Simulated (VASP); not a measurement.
Ti: single point with PBEsol

Crystal: Ti.

```
Ti
1.0
    -1.61129    1.61129    1.61129
     1.61129   -1.61129    1.61129
     1.61129    1.61129   -1.61129
Ti
1
Cartesian
  0.0000 0.0000 0.0000
```

```json
{"Program": "VASP 6.6.1", "Task": "single point", "Functional": "PBEsol", "Potentials or basis": "VASP PAW PBE potentials, release 64 (Ti_sv)", "Cutoff": "520 eV", "k mesh": "12 × 12 × 12", "Occupations": "fermi-dirac, width 0.3 eV", "Spin": "no spin polarisation", "Dipole correction": "no", "Further INCAR settings": "ALGO = Normal; EDIFF = 1e-07; NBANDS = 12"}
```

| Item | Value |
| --- | --- |
| Pressure | 1.4 GPa |
| Band gap on the k mesh | zero (band 6 reaches 9.39 eV, above the bottom of band 7 at 7.74 eV) |

Levels at points of the mesh, in eV from the Fermi level:
```tsv
k point	band 3	band 4	band 5	band 6	band 7	band 8	band 9	band 10
(0.00, 0.00, 0.00)	-32.12	-32.12	-6.06	1.01	1.01	1.01	2.87	2.87
(0.50, 0.00, 0.00)	-32.36	-32.13	-2.57	-0.45	1.24	2.86	3.23	4.50
(0.50, 0.50, 0.50)	-32.65	-32.65	-2.25	-2.25	4.12	4.12	4.12	8.64
```

It took 11 s on 1 thread of Intel Xeon 6975P-C, on a shared host, peak memory 0.14 GiB.

Caveat: the PAW data sets were made with another functional, which shifts forces and pressure a little.
